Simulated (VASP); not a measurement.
Input of a VASP 6.6.1 run:

INCAR

```
SYSTEM = SnO2
ALGO     = Normal         ! electronic algorithm
EDIFF    = 1E-8           ! SCF threshold, eV
ENCUT    = 520            ! plane-wave cutoff, eV
ISIF     = 2              ! what is computed and relaxed
ISMEAR   = 0              ! smearing method
LASPH    = .True.         ! aspherical terms in the spheres
LCALCEPS = .True.       
LCHARG   = .False.        ! write CHGCAR
LMIXTAU  = .True.       
LREAL    = .False.        ! projectors in reciprocal space
LWAVE    = .False.        ! write WAVECAR
METAGGA  = R2SCAN         ! meta-GGA
NELM     = 100            ! most SCF steps
PREC     = Accurate       ! precision mode
SIGMA    = 0.01           ! smearing width, eV
```

Contents of KPOINTS:

```
k-points
0
Gamma
  4 4 6
  0 0 0
```

The input POSCAR:

```
SnO2
1.0
    4.7605737245      0.0000000000      0.0000000000
    0.0000000000      4.7605737245      0.0000000000
    0.0000000000      0.0000000000      3.0720770602
Sn O
2 4
Direct
    0.0000000000      0.0000000000      0.0000000000
    0.5000000000      0.5000000000      0.5000000000
    0.3037547617      0.3037547617      0.0000000000
    0.1962452383      0.8037547617      0.5000000000
    0.8037547617      0.1962452383      0.5000000000
    0.6962452383      0.6962452383      0.0000000000
```

Potentials or basis: VASP PAW PBE potentials, release 64 (Sn_d, O).

Run with:

```console
$ cat potpaw_PBE.64/Sn_d/POTCAR potpaw_PBE.64/O/POTCAR > POTCAR
$ mpirun -np 1 vasp_std > vasp.out
```

Question: What does it give for the electronic dielectric tensor (diagonal)?

Answer: 3.69, 3.69, 3.94.

Question: Predict the Born charges (mean of the diagonal).

Answer: Sn +4.16; O -2.08 e.

Question: Predict the band gap on the k mesh.

Answer: 2.36 eV.

Born effective charge tensors (e):
atom 1, Sn
```
4.08 0.43 0.00
0.43 4.08 0.00
0.00 0.00 4.32
```
atom 2, Sn
```
 4.08 -0.43  0.00
-0.43  4.08  0.00
 0.00  0.00  4.32
```
atom 3, O
```
-2.04 -0.66  0.00
-0.66 -2.04  0.00
 0.00  0.00 -2.16
```
atom 4, O
```
-2.04  0.66  0.00
 0.66 -2.04  0.00
 0.00  0.00 -2.16
```
atom 5, O
```
-2.04  0.66  0.00
 0.66 -2.04  0.00
 0.00  0.00 -2.16
```
atom 6, O
```
-2.04 -0.66  0.00
-0.66 -2.04  0.00
 0.00  0.00 -2.16
```

Caveat: the cell differs from its parent crystal (uniaxial z strain -4.0%); spin-orbit coupling is left out, which moves the levels of the heavy elements.
